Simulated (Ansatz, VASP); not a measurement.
One calculation of Cs3Al, two programs

```
Cs Al
1.0
     6.26474    0.00000    0.00000
     0.00000    6.26474    0.00000
     0.00000    0.00000    6.26474
Cs Al
3 1
Direct
  0.00000 0.50000 0.50000
  0.50000 0.00000 0.50000
  0.50000 0.50000 0.00000
  0.00000 0.00000 0.00000
```

Alike in both runs: task relaxation of cell and atoms; functional PBE; k mesh 8 × 8 × 8; occupations gaussian, width 0.1 eV; no spin polarisation.

```csv
,VASP,Ansatz
version,VASP 6.6.1,Ansatz 0.2.0
potentials or method,"VASP PAW PBE potentials, release 64 (Cs_sv, Al), cutoff 600 eV","scalar-relativistic, plane waves, PAW"
valence electrons in the cell,30,30
```

|  | VASP | Ansatz | Ansatz less VASP |
| --- | --- | --- | --- |
| gap on the k mesh at the Fermi level, each at its own relaxed structure (eV) | none | none | - |
| relaxed volume (Å³/atom) | 66.17 | 65.97 | -0.205 |
| relaxed length of the cell vector where the two differ most in proportion (Å) | 6.421 | 6.414 | -0.0066 |

A gap of «none» marks a metal or a gap that the smearing closes.

Neither program's run includes spin-orbit coupling.
